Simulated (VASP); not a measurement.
Runs of VASP 6.6.1 on Pd. The structure is that of space group I4/mmm (No. 139), or close to it. The cells are those of the table. 

| cell | gap on the mesh (eV) | pressure (GPa) |
| --- | --- | --- |
| a = 2.580 Å, angles 111.8, 111.8, 104.9°, 1 atom | none | 22.1 |
| a = 2.798 Å, angles 111.6, 111.6, 105.3°, 1 atom | none | -23.1 |
| a = 2.653 Å, angles 107.3, 107.3, 113.9°, 1 atom | none | (a) |
| a = 2.659 Å, angles 114.1, 114.1, 100.6°, 1 atom | none | 0.4 |
| a = 2.870 Å, angles 107.5, 107.5, 113.6°, 1 atom | none | -27.4 |
| a = 2.803 Å, angles 105.4, 105.4, 117.9°, 1 atom | none | (b) |

Alike in all rows: task single point; level LDA; potentials or basis VASP PAW LDA potentials, release 64 (Pd); no spin polarisation; k mesh 22 × 22 × 22; cutoff (eV) 520; smearing gaussian 0.15 eV.

Q: Estimate the missing entries.

A: (a) -0.4; (b) -22.3.

A k mesh can miss the band edges, and the runs leave out spin-orbit coupling on Pd.

A gap of «none» marks levels without a gap at the run's occupations.
